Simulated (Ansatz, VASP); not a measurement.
# KF in VASP and in Ansatz

Contents of POSCAR:

```
KF
1.0
    0.0000000000      2.6851165707      2.6851165707
    2.6851165707      0.0000000000      2.6851165707
    2.6851165707      2.6851165707      0.0000000000
K F
1 1
Direct
    0.0000000000      0.0000000000      0.0000000000
    0.5000000000      0.5000000000      0.5000000000
```

Contents of INCAR.step1:

```
SYSTEM = KF
ALGO = Normal
EDIFF = 1E-4
ENCUT = 520
GGA = PE
ISMEAR = 0
LASPH = .True.
LCHARG = .False.
LREAL = .False.
LWAVE = .True.
NBANDS = 15
NELM = 80
PREC = Accurate
SIGMA = 0.02
```

INCAR.step2

```
SYSTEM = KF
ALGO = Normal
EDIFF = 1E-7
ENCUT = 520
ISIF = 2
ISMEAR = 0
ISTART = 1
LASPH = .True.
LCHARG = .False.
LMIXTAU = .True.
LREAL = .False.
LWAVE = .False.
METAGGA = R2SCAN
NBANDS = 15
NELM = 80
PREC = Accurate
SIGMA = 0.02
```

The input KPOINTS:

```
k-points
0
Gamma
  8 8 8
  0 0 0
```

Input for Ansatz:

```yaml
crystal:
  lattice:
    - [0.0, 2.6851165707, 2.6851165707]
    - [2.6851165707, 0.0, 2.6851165707]
    - [2.6851165707, 2.6851165707, 0.0]
  atoms:
    - { symbol: K, position: [0.0, 0.0, 0.0] }
    - { symbol: F, position: [0.5, 0.5, 0.5] }
basis:
  ecutwfc: 500
kpoints:
  mp_grid: { grid: [8, 8, 8] }
hamiltonian:
  xc: r2scan
scf:
  occupations: { method: gaussian, width: 0.02 }
output:
  forces: true
  stress: true
  eigenvalues: true
  write_density: true
  write_potential: true
  elf: true
  volumetric_format: npy
```

Alike in both runs: task single point; functional r2SCAN; k mesh 8 × 8 × 8; occupations gaussian, width 0.02 eV; no spin polarisation.

|  | VASP | Ansatz |
| --- | --- | --- |
| version | VASP 6.6.1 | Ansatz 0.2.0 |
| potentials or method | VASP PAW PBE potentials, release 64 (K_sv, F), cutoff 520 eV | scalar-relativistic, plane waves, PAW |
| valence electrons in the cell | 16 | 16 |

```tsv
	VASP	Ansatz	Ansatz less VASP
gap on the k mesh at the Fermi level (eV)	6.75	6.75	+0.001
least direct gap on the mesh (eV)	6.75	6.75	+0.001
pressure (GPa)	-1.0	-1.0	+0.05
```

VASP's potentials were made for PBE, not for r2SCAN.
